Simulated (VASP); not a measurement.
Write the native input for VASP 6.6.1 that does the following.

* Task: single point
* Functional: r2SCAN
* Potentials or basis: VASP PAW PBE potentials, release 64 (Ca_sv, O)
* Cutoff: 520 eV
* k mesh: 10 × 10 × 10
* Occupations: gaussian, width 0.01 eV
* Spin: no spin polarisation
* Dipole correction: no
* Further INCAR settings: ALGO = Normal; EDIFF = 1e-07; NBANDS = 15

CaO (Lime):

```
Ca O
1.0
     0.00000    2.39755    2.39755
     2.39755    0.00000    2.39755
     2.39755    2.39755    0.00000
Ca O
1 1
Direct
  0.00000 0.00000 0.00000
  0.50000 0.50000 0.50000
```

The input as run:

POSCAR

```
CaO
1.0
    0.0000000000      2.3975473909      2.3975473909
    2.3975473909      0.0000000000      2.3975473909
    2.3975473909      2.3975473909      0.0000000000
Ca O
1 1
Direct
    0.0000000000      0.0000000000      0.0000000000
    0.5000000000      0.5000000000      0.5000000000
```

INCAR.step1

```
SYSTEM = CaO
ALGO = Normal ; EDIFF = 1E-4
ENCUT = 520 ; GGA = PE
ISMEAR = 0 ; LASPH = .True.
LCHARG = .False. ; LREAL = .False.
LWAVE = .True. ; NBANDS = 15
NELM = 80 ; PREC = Accurate
SIGMA = 0.01
```

INCAR.step2

```
SYSTEM = CaO
ALGO = Normal ; EDIFF = 1E-7
ENCUT = 520 ; ISIF = 2
ISMEAR = 0 ; ISTART = 1
LASPH = .True. ; LCHARG = .False.
LMIXTAU = .True. ; LREAL = .False.
LWAVE = .False. ; METAGGA = R2SCAN
NBANDS = 15 ; NELM = 80
PREC = Accurate ; SIGMA = 0.01
```

KPOINTS

```
k-points
0
Gamma
  10 10 10
  0 0 0
```

Potentials or basis: VASP PAW PBE potentials, release 64 (Ca_sv, O).

Launch:

```sh
$ cat potpaw_PBE.64/Ca_sv/POTCAR potpaw_PBE.64/O/POTCAR > POTCAR
$ cp INCAR.step1 INCAR
$ mpirun -np 1 vasp_std > vasp.out
$ cp INCAR.step2 INCAR
$ mpirun -np 1 vasp_std > vasp.out
```

Results of the run:

```yaml
Pressure: 1.1 GPa
Band_gap_on_the_k_mesh: 4.19 eV, indirect (least direct gap 4.56 eV)
```

Caveat: the PAW data sets were made with another functional, which shifts forces and pressure a little.

Run time: 3.4 min on 1 thread of Intel Xeon 8259CL, with other jobs on the host, peak memory 0.18 GiB.
